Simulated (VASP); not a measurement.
A run of VASP 6.6.1 is set up as follows.

The input INCAR:

```
SYSTEM = TiSn
  PREC = Accurate
  ENCUT = 520
  EDIFF = 1E-6
  ISMEAR = -1
  SIGMA = 0.05
  LREAL = .FALSE.
  LASPH = .TRUE.
  NELM = 100
  ALGO = Fast
  ISIF = 2
  LWAVE = .FALSE.
  LCHARG = .FALSE.
  GGA = PE
  IVDW = 12
  NBANDS = 20
```

The input KPOINTS:

```
Automatic mesh
0
G
  8 8 8
  0 0 0
```

Contents of POSCAR:

```
TiSn
1.0
    0.0000000000      2.8005500000      2.8005500000
    2.8005500000      0.0000000000      2.8005500000
    2.8005500000      2.8005500000      0.0000000000
Ti Sn
1 1
Direct
    0.0000000000      0.0000000000      0.0000000000
    0.5000000000      0.5000000000      0.5000000000
```

Potentials or basis: VASP PAW PBE potentials, release 64 (Ti_sv, Sn_d).

Command:

```bash
$ cat potpaw_PBE.64/Ti_sv/POTCAR potpaw_PBE.64/Sn_d/POTCAR > POTCAR
$ mpirun -np 1 vasp_std > vasp.out
```

Question: What does it give for the pressure?

Answer: -3.5 GPa.

Question: What does it give for the band gap on the k mesh?

Answer: Zero (bands 13 and 14 overlap by 0.34 eV).

Caveat: three body term missing; the cell stands under tension; spin-orbit coupling is left out, which moves the levels of the heavy elements.
